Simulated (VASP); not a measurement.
# Be (C2/m) in VASP: a series of runs

The runs below take Be through single point, with PBE.

All numbers are computed with VASP 6.6.1; they aren't measurements. Logs are shortened: lines on timing, memory, paths and dates and some standing lists are left out, and cuts for length are marked.

### Step 1. The cell of the first run

The structure is monoclinic, space group C2/m (No. 12). Conventional cell: a = 3.983 Å, b = 2.300 Å, c = 3.601 Å, α = 90.00°, β = 90.00°, γ = 90.00°. Be (site symmetry m) has 2 Be at 1.66 Å within 2.2 Å.

### Step 2. Single point, PBE (atom 1 (Be) moved by (-0.600, -0.600) A along y and z)

File INCAR:

```
SYSTEM = Be
PREC = Accurate
ENCUT = 520
EDIFF = 1E-6
ISMEAR = 0
SIGMA = 0.15
LREAL = .False.
LASPH = .True.
NELM = 100
ALGO = Fast
ISIF = 2
LWAVE = .False.
LCHARG = .False.
GGA = PE
NBANDS = 9
```

File KPOINTS:

```
Automatic mesh
0
Gamma
  24 24 14
  0 0 0
```

File POSCAR:

```
Be
1.0
    2.2995019849      0.0000000000      0.0000000000
   -1.1497509925      1.9914271350      0.0000000000
    0.0000000000      0.0000000000      3.6009000000
Be
2
Direct
    0.1826876006      0.3653752011      0.0833749896
    0.6666666667      0.3333333333      0.7500000000
```

Potentials or basis: VASP PAW PBE potentials, release 64 (Be).

Command:

```bash
$ cat potpaw_PBE.64/Be/POTCAR > POTCAR
$ mpirun -np 1 vasp_std > vasp.out
```

OUTCAR:

```text
SYSTEM = Be
   PREC = Accurate
   ENCUT = 520
   EDIFF = 1E-6
   ISMEAR = 0
   LREAL = .False.
   LASPH = .True.
   NELM = 100
   ISIF = 2
   GGA = PE

 ion  position               nearest neighbor table
   1  0.183  0.365  0.083-   2 1.66   2 1.66   2 2.27   2 2.38
   2  0.667  0.333  0.750-   1 1.66   1 1.66   1 2.27   1 2.38

  LATTYP: Found a hexagonal cell.
 ALAT       =     2.2995019849
 C/A-ratio  =     1.5659477677

  Lattice vectors:

 A1 = (   2.2995019849,   0.0000000000,   0.0000000000)
 A2 = (  -1.1497509925,   1.9914271350,   0.0000000000)
 A3 = (   0.0000000000,   0.0000000000,   3.6009000000)

Analysis of symmetry for initial positions (statically):
=====================================================================
 Subroutine PRICEL returns:
 Original cell was already a primitive cell.

 Routine SETGRP: Setting up the symmetry group for a
 hexagonal supercell.

 Subroutine GETGRP returns: Found  4 space group operations
 (whereof  2 operations were pure point group operations)
 out of a pool of 24 trial point group operations.

The static configuration has the point symmetry C_1h.
 The point group associated with its full space group is C_2h.

Analysis of symmetry for dynamics (positions and initial velocities):
=====================================================================
 Subroutine PRICEL returns:
 Original cell was already a primitive cell.

 Routine SETGRP: Setting up the symmetry group for a
 hexagonal supercell.

 Subroutine GETGRP returns: Found  4 space group operations
 (whereof  2 operations were pure point group operations)
 out of a pool of 24 trial point group operations.

The dynamic configuration has the point symmetry C_1h.
 The point group associated with its full space group is C_2h.

 Subroutine INISYM returns: Found  4 space group operations
 (whereof  2 operations are pure point group operations),
 and found     1 'primitive' translations

----------------------------------------------------------------------------------------

                                     Primitive cell

  volume of cell :      16.4896

  direct lattice vectors                    reciprocal lattice vectors
     2.299501985  0.000000000  0.000000000     0.434876772  0.251076221  0.000000000
    -1.149750993  1.991427135  0.000000000     0.000000000  0.502152443  0.000000000
     0.000000000  0.000000000  3.600900000     0.000000000  0.000000000  0.277708351

  length of vectors
     2.299501985  2.299501985  3.600900000     0.502152443  0.502152443  0.277708351

  position of ions in fractional coordinates (direct lattice)
     0.182687601  0.365375201  0.083374990
     0.666666667  0.333333333  0.750000000

  ion indices of the primitive-cell ions
   primitive index   ion index
                 1           1
                 2           2

----------------------------------------------------------------------------------------

 KPOINTS: Automatic mesh

Automatic generation of k-mesh.
 Grid dimensions read from file:
 generate k-points for:   24   24   14

 Generating k-lattice:

  Cartesian coordinates                     Fractional coordinates (reciprocal lattice)
     0.018119865  0.010461509  0.000000000     0.041666667  0.000000000  0.000000000
     0.000000000  0.020923018  0.000000000     0.000000000  0.041666667  0.000000000
     0.000000000  0.000000000  0.019836311     0.000000000  0.000000000  0.071428571

  Length of vectors
     0.020923018  0.020923018  0.019836311

  Shift w.r.t. Gamma in fractional coordinates (k-lattice)
     0.000000000  0.000000000  0.000000000

 Subroutine IBZKPT returns following result:
 ===========================================

 Found   2114 irreducible k-points:

 Following reciprocal coordinates:
            Coordinates               Weight
  0.000000  0.000000  0.000000      1.000000
  0.041667 -0.000000  0.000000      4.000000
  0.000000  0.041667  0.000000      2.000000
  0.083333 -0.000000  0.000000      4.000000
  0.000000  0.083333  0.000000      2.000000
  0.125000 -0.000000  0.000000      4.000000
[... 16 lines left out ...]
  0.000000  0.458333  0.000000      2.000000
  0.500000 -0.000000  0.000000      2.000000
 [... further k-points ...]
   k-points           NKPTS =   2114   k-points in BZ     NKDIM =   2114   number of bands    NBANDS=      9
   number of dos      NEDOS =    301   number of ions     NIONS =      2
   total plane-waves  NPLWV =   9072
   dimension x,y,z NGX =    18 NGY =   18 NGZ =   28
   dimension x,y,z NGXF=    36 NGYF=   36 NGZF=   56
   ions per type =               2
   NGX,Y,Z   is equivalent  to a cutoff of  13.01, 13.01, 12.93 a.u.
   NGXF,Y,Z  is equivalent  to a cutoff of  26.03, 26.03, 25.85 a.u.
 SYSTEM =  Be
   PREC   = accura    normal or accurate (medium, high low for compatibility)
   ISTART =      0    job   : 0-new  1-cont  2-samecut
   ICHARG =      2    charge: 1-file 2-atom 10-const
   ISPIN  =      1    spin polarized calculation?
   LNONCOLLINEAR =      F non collinear calculations
   LSORBIT =      F    spin-orbit coupling
   LASPH  =      T    aspherical Exc in radial PAW
   ENCUT  =  520.0 eV  38.22 Ry    6.18 a.u.   4.28  4.28  6.70*2*pi/ulx,y,z
   NELM   =    100;   NELMIN=  2; NELMDL= -5     # of ELM steps
   EDIFF  = 0.1E-05   stopping-criterion for ELM
   LREAL  =      F    real-space projection
   EDIFFG = 0.1E-04   stopping-criterion for IOM
   NSW    =      0    number of steps for IOM
   IBRION =     -1    ionic relax: 0-MD 1-quasi-New 2-CG
   NFREE  =      0    steps in history (QN), initial steepest desc. (CG)
   ISIF   =      2    stress and relaxation
   ISYM   =      2    0-nonsym 1-usesym 2-fastsym
   POTIM  = 0.5000    time-step for ionic-motion
   TEBEG  =    0.0;   TEEND  =   0.0 temperature during run
   PSTRESS=    0.0 pullay stress
   NELECT =       4.0000    total number of electrons
   NUPDOWN=      -1.0000    fix difference up-down
   EMIN   =  10.00;   EMAX   =-10.00  energy-range for DOS
   EFERMI =   0.00;   METHOD = LEGACY
   ISMEAR =     0;   SIGMA  =   0.15  broadening in eV -4-tet -1-fermi 0-gaus
   EFERMI_NEDOS =   21; number of points for ismear=-14 and -15
   IALGO  =     68    algorithm
   IMIX   =      4    mixing-type and parameters
     AMIX     =   0.40;   BMIX     =  1.00
     AMIX_MAG =   1.60;   BMIX_MAG =  1.00
  volume/ion in A,a.u.               =       8.24        55.64
  Fermi-wavevector in a.u.,A,eV,Ry     =   1.020998  1.929407 14.183227  1.042438
  Thomas-Fermi vector in A             =   2.154599
   LORBIT       =      0    0 simple, 1 ext, 2 COOP (PROOUT), +10 PAW based schemes
   GGA     = PE    functional components
   LHFCALC =     F    Hartree Fock is set to
   AEXX    =    0.0000 exact exchange contribution
   IVDW    =     0    specifies the selected vdW correction
   LEPSILON=     F    determine dielectric tensor
   LRPA    =     F    only Hartree local field effects (RPA)
 non-spin polarized calculation
 RMM-DIIS sequential band-by-band and
 Gauss-broadening in eV      SIGMA  =   0.15
  energy-cutoff  :      520.00
  volume of cell :       16.49
 maximum number of plane-waves:       470
 NGX is ok and might be reduce to    18
   NGX =  9   NGY =  9   NGZ = 13

 number of electron       4.0000000 magnetization

 Free energy of the ion-electron system (eV)
  ---------------------------------------------------
  ext. energy  EPLUGINS =         0.00000000
  ---------------------------------------------------
  free energy    TOTEN  =        -5.39252805 eV

  energy without entropy =       -5.38885994  energy(sigma->0) =       -5.39069400

 E-fermi :   6.2612     XC(G=0): -10.2929

 val. band max:        6.2606407859   @ k =  -0.1250   0.0833   0.0000
 cond. band min:       6.2665953652   @ k =  -0.2500  -0.3750   0.0714
 fundamental gap:      0.0059545793
 Fermi energy:         6.2611942385

 k-point     1 :       0.0000    0.0000    0.0000
  band No.  band energies     occupation
      1      -4.6598      2.00000
      2       3.3953      2.00000
      3       6.1946      1.47009
      4      18.5674      0.00000
      5      21.4701      0.00000
      6      24.3187      0.00000
      7      28.7591      0.00000
      8      29.5601      0.00000
      9      30.2977      0.00000

 k-point     2 :       0.0417   -0.0000    0.0000
  band No.  band energies     occupation
      1      -4.6152      2.00000
      2       3.4558      2.00000
      3       6.2114      1.36109
      4      18.4125      0.00000
      5      21.3394      0.00000
      6      23.7570      0.00000
      7      28.4004      0.00000
      8      29.8346      0.00000
      9      30.9317      0.00000

 k-point     3 :       0.0000    0.0417    0.0000
  band No.  band energies     occupation
      1      -4.6146      2.00000
      2       3.4557      2.00000
      3       6.2340      1.20208
      4      18.4196      0.00000
      5      20.8937      0.00000
      6      24.3227      0.00000
      7      28.6737      0.00000
      8      30.0130      0.00000
      9      30.5237      0.00000

 k-point     4 :       0.0833   -0.0000    0.0000
  band No.  band energies     occupation
      1      -4.4811      2.00000
      2       3.6370      2.00000
      3       6.2589      1.01691
      4      17.9424      0.00000
      5      20.9685      0.00000
      6      22.5737      0.00000
      7      27.6687      0.00000
      8      30.5032      0.00000
      9      31.0884      0.00000
[... 205 lines left out ...]
 k-point    22 :       0.4583   -0.0000    0.0000
  band No.  band energies     occupation
      1       0.7417      2.00000
      2       2.7657      2.00000
      3      10.2648      0.00000
      4      11.7874      0.00000
      5      15.8871      0.00000
      6      16.1937      0.00000
      7      17.3955      0.00000
      8      18.4651      0.00000
      9      30.5498      0.00000

 k-point    23 :       0.0000    0.4583    0.0000
  band No.  band energies     occupation
      1       0.0891      2.00000
      2       5.4872      2.00000
      3       9.7023      0.00000
      4      10.9916      0.00000
      5      13.7356      0.00000
      6      14.6851      0.00000
      7      16.2619      0.00000
      8      24.4525      0.00000
      9      25.0044      0.00000

 k-point    24 :       0.5000   -0.0000    0.0000
  band No.  band energies     occupation
      1       1.6245      2.00000
      2       1.8429      2.00000
      3      11.1269      0.00000
      4      11.2633      0.00000
      5      15.6443      0.00000
      6      15.9423      0.00000
      7      17.3150      0.00000
      8      18.3245      0.00000
      9      30.5102      0.00000

 [... further k-points ...]
[... 5 lines left out ...]
  --------------------------------------------------------------------------------------
  -------------------------------------------------------------------------------------
  Total        5.4298448     -2.0657569      6.0667306      0.0000000      0.4762710     -0.0000000
  in kB      527.5804912   -200.7153226    589.4622811      0.0000000     46.2759582     -0.0000000
  external PRESSURE =     305.4424832 kB  Pullay stress =       0.0000000 kB

 VOLUME and BASIS-vectors are now :
 -----------------------------------------------------------------------------
  energy-cutoff  :      520.00
  volume of cell :       16.49
      direct lattice vectors                 reciprocal lattice vectors
     2.299501985  0.000000000  0.000000000     0.434876772  0.251076221  0.000000000
    -1.149750993  1.991427135  0.000000000     0.000000000  0.502152443  0.000000000
     0.000000000  0.000000000  3.600900000     0.000000000  0.000000000  0.277708351

 POSITION                                       TOTAL-FORCE (eV/Angst)
 -----------------------------------------------------------------------------------
      0.00000      0.72762      0.30023        -0.000000      0.446731      6.971599
      1.14975      0.66381      2.70068         0.000000     -0.446731     -6.971599
 -----------------------------------------------------------------------------------
    total drift:                                0.000000      0.000000     -0.000000

  FREE ENERGIE OF THE ION-ELECTRON SYSTEM (eV)
  ---------------------------------------------------
  free  energy   TOTEN  =        -5.3925280520 eV

  energy  without entropy=       -5.3888599400  energy(sigma->0) =       -5.39069400
```

Wall time 3.2 min (1 thread of AMD EPYC 7R43 (Zen 3), shared host); peak memory 0.32 GiB.

Results:

* Free energy: -5.3925 eV
* Pressure: 30.5 GPa
* Largest force: 6.986 eV/Å
* Band gap on the k mesh: zero (band 2 reaches 7.92 eV, above the bottom of band 3 at 5.24 eV)

Forces in eV/Å, atoms in the order of the input:
```
Be   0.000  0.447  6.972
Be   0.000 -0.447 -6.972
```

Caveat: the cell differs from its parent crystal (atom 1 (Be) moved by (-0.600, -0.600) A along y and z); forces of over 1 eV/Å act on the atoms, so gaps and moduli don't describe the material at rest.

### Step 3. Single point, PBE (atom 1 (Be) moved by (-0.600, -0.300) A along y and z)

File INCAR:

```
SYSTEM = Be
PREC     = Accurate       ! precision mode
ENCUT    = 520            ! plane-wave cutoff, eV
EDIFF    = 1E-7           ! SCF threshold, eV
ISMEAR   = 0              ! smearing method
SIGMA    = 0.15           ! smearing width, eV
LREAL    = .False.        ! projectors in reciprocal space
LASPH    = .True.         ! aspherical terms in the spheres
NELM     = 80             ! most SCF steps
ALGO     = Fast           ! electronic algorithm
ISIF     = 2              ! what is computed and relaxed
LWAVE    = .False.        ! write WAVECAR
LCHARG   = .True.         ! write CHGCAR
GGA      = PE             ! functional
LELF     = .True.         ! ELF
LVHAR    = .True.       
NBANDS   = 9              ! bands
```

File KPOINTS:

```
regular mesh
0
Gamma
  24 24 14
  0 0 0
```

Changes to POSCAR since step 2:

```diff
@@ -8,3 +8,3 @@
 Direct
-    0.1826876006      0.3653752011      0.0833749896
+    0.1826876006      0.3653752011      0.1666874948
     0.6666666667      0.3333333333      0.7500000000
```

Potentials or basis: VASP PAW PBE potentials, release 64 (Be).

Command:

```bash
$ cat potpaw_PBE.64/Be/POTCAR > POTCAR
$ mpirun -np 1 vasp_std > vasp.out
```

OUTCAR:

```text
SYSTEM = Be
   PREC = Accurate
   ENCUT = 520
   EDIFF = 1E-7
   ISMEAR = 0
   LREAL = .False.
   LASPH = .True.
   NELM = 80
   ISIF = 2
   GGA = PE

 ion  position               nearest neighbor table
   1  0.183  0.365  0.167-   2 1.89   2 1.89
   2  0.667  0.333  0.750-   1 1.89   1 1.89

  LATTYP: Found a hexagonal cell.
 ALAT       =     2.2995019849
 C/A-ratio  =     1.5659477677

  Lattice vectors:

 A1 = (   2.2995019849,   0.0000000000,   0.0000000000)
 A2 = (  -1.1497509925,   1.9914271350,   0.0000000000)
 A3 = (   0.0000000000,   0.0000000000,   3.6009000000)

Analysis of symmetry for initial positions (statically):
=====================================================================
 Subroutine PRICEL returns:
 Original cell was already a primitive cell.

 Routine SETGRP: Setting up the symmetry group for a
 hexagonal supercell.

 Subroutine GETGRP returns: Found  4 space group operations
 (whereof  2 operations were pure point group operations)
 out of a pool of 24 trial point group operations.

The static configuration has the point symmetry C_1h.
 The point group associated with its full space group is C_2h.

[... 164 lines left out ...]

 val. band max:        6.5593778563   @ k =  -0.2500  -0.4167   0.3571
 cond. band min:       6.5610667074   @ k =   0.0833   0.5000   0.2857
 fundamental gap:      0.0016888511
 Fermi energy:         6.5607889245

 k-point     1 :       0.0000    0.0000    0.0000
  band No.  band energies     occupation
      1      -4.5103      2.00000
      2       2.6259      2.00000
      3       7.3156      0.00000
      4      20.3435      0.00000
      5      22.3757      0.00000
      6      24.5068      0.00000
      7      27.7930      0.00000
      8      28.7225      0.00000
      9      30.7878      0.00000
[... 265 lines left out ...]
 k-point    24 :       0.5000   -0.0000    0.0000
  band No.  band energies     occupation
      1       2.2175      2.00000
      2       2.4009      2.00000
      3      11.2495      0.00000
      4      11.4651      0.00000
      5      15.2175      0.00000
      6      15.4979      0.00000
      7      17.4432      0.00000
      8      18.3617      0.00000
      9      30.6653      0.00000

 [... further k-points ...]
[... 5 lines left out ...]
  --------------------------------------------------------------------------------------
  -------------------------------------------------------------------------------------
  Total        1.4550754     -1.4036016      2.0099342      0.0000000      0.2338827     -0.0000000
  in kB      141.3796177   -136.3782639    195.2914114      0.0000000     22.7247625     -0.0000000
  external PRESSURE =      66.7642551 kB  Pullay stress =       0.0000000 kB

 VOLUME and BASIS-vectors are now :
 -----------------------------------------------------------------------------
  energy-cutoff  :      520.00
  volume of cell :       16.49
      direct lattice vectors                 reciprocal lattice vectors
     2.299501985  0.000000000  0.000000000     0.434876772  0.251076221  0.000000000
    -1.149750993  1.991427135  0.000000000     0.000000000  0.502152443  0.000000000
     0.000000000  0.000000000  3.600900000     0.000000000  0.000000000  0.277708351

 POSITION                                       TOTAL-FORCE (eV/Angst)
 -----------------------------------------------------------------------------------
      0.00000      0.72762      0.60023        -0.000000      0.251101      2.922078
      1.14975      0.66381      2.70068         0.000000     -0.251101     -2.922078
 -----------------------------------------------------------------------------------
    total drift:                                0.000000     -0.000000      0.000000

  FREE ENERGIE OF THE ION-ELECTRON SYSTEM (eV)
  ---------------------------------------------------
  free  energy   TOTEN  =        -6.8422827196 eV

  energy  without entropy=       -6.8390089722  energy(sigma->0) =       -6.84064585
```

stdout:

```text
POSCAR found type information on POSCAR Be
 POSCAR found :  1 types and       2 ions
 scaLAPACK will be used
 LDA part: xc-table for (Slater+PW92), standard interpolation
 POSCAR, INCAR and KPOINTS ok, starting setup
 FFT: planning ... GRIDC
 FFT: planning ... GRID_SOFT
 FFT: planning ... GRID
 WAVECAR not read
 entering main loop
```

Run time: 3.9 min. Hardware: 1 thread of AMD EPYC 7R43 (Zen 3), shared host; peak memory 0.32 GiB.

Results:

* Free energy: -6.8423 eV
* Pressure: 6.7 GPa
* Largest force: 2.933 eV/Å
* Band gap on the k mesh: zero (band 2 reaches 7.95 eV, above the bottom of band 3 at 5.62 eV)

Forces on the atoms (eV/Å):
```
Be   0.000  0.251  2.922
Be   0.000 -0.251 -2.922
```

Levels at points of the mesh, in eV from the Fermi level:
```csv
k point,band 1,band 2,band 3,band 4,band 5,band 6
"(0.00, 0.00, 0.00)",-11.07,-3.93,0.75,13.78,15.81,17.95
"(0.50, 0.00, 0.00)",-4.34,-4.16,4.69,4.90,8.66,8.94
"(0.00, 0.50, 0.00)",-5.53,-1.33,2.63,4.08,8.55,8.99
"(0.00, 0.00, 0.50)",-9.48,-8.23,8.29,13.16,14.88,16.51
"(0.50, 0.00, 0.50)",-3.92,-3.84,2.14,2.19,10.80,11.22
"(0.00, 0.50, 0.50)",-3.84,-1.31,-0.37,0.48,9.86,13.23
```

Caveat: the cell differs from its parent crystal (atom 1 (Be) moved by (-0.600, -0.300) A along y and z); forces of over 1 eV/Å act on the atoms, so gaps and moduli don't describe the material at rest.
